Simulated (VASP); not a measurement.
A run of VASP 6.6.1:

The input POSCAR:

```
SrAg2Ir2
1.0
    0.0000000000      4.4105517600      0.0000000000
    4.4105517600      0.0000000000      0.0000000000
    2.2052763800      2.2052763800     -5.3769093400
Ir Ag Sr
2 2 1
Direct
    0.3860000000      0.3860000000      0.2280000000
    0.6140000000      0.6140000000      0.7720000000
    0.7500000000      0.2500000000      0.5000000000
    0.2500000000      0.7500000000      0.5000000000
    0.0000000000      0.0000000000      0.0000000000
```

Contents of INCAR.step1:

```
ALGO = Normal
EDIFF = 1E-4
ENCUT = 520
GGA = PE
ISMEAR = -5
LASPH = T
LCHARG = F
LMAXMIX = 4
LREAL = F
LWAVE = T
NBANDS = 33
NELM = 100
PREC = Accurate
SIGMA = 0.0488
```

The input INCAR.step2:

```
ALGO = Normal
EDIFF = 1E-6
ENCUT = 520
ISIF = 2
ISMEAR = -1
ISTART = 1
LASPH = T
LCHARG = F
LMAXMIX = 4
LMIXTAU = T
LORBIT = 11
LREAL = F
LWAVE = F
METAGGA = R2SCAN
NBANDS = 33
NELM = 100
PREC = Accurate
SIGMA = 0.0488
```

Contents of KPOINTS:

```
k-points
0
Gamma
  8 8 8
```

Potentials or basis: VASP PAW PBE potentials, release 64 (Ir, Ag, Sr_sv).

Launch:

```console
$ cat potpaw_PBE.64/Ir/POTCAR potpaw_PBE.64/Ag/POTCAR potpaw_PBE.64/Sr_sv/POTCAR > POTCAR
$ cp INCAR.step1 INCAR
$ mpirun -np 1 vasp_std > vasp.out
$ cp INCAR.step2 INCAR
$ mpirun -np 1 vasp_std > vasp.out
```

Hardware: 1 thread of Intel(R) Xeon(R) Platinum 8488C (Sapphire Rapids), on a shared host.

Task: How long does it take, and how much memory?

Result: It took 8 min on 1 thread of Intel(R) Xeon(R) Platinum 8488C (Sapphire Rapids), with other jobs on the host, peak memory 0.4 GiB. Counts: k points 59.
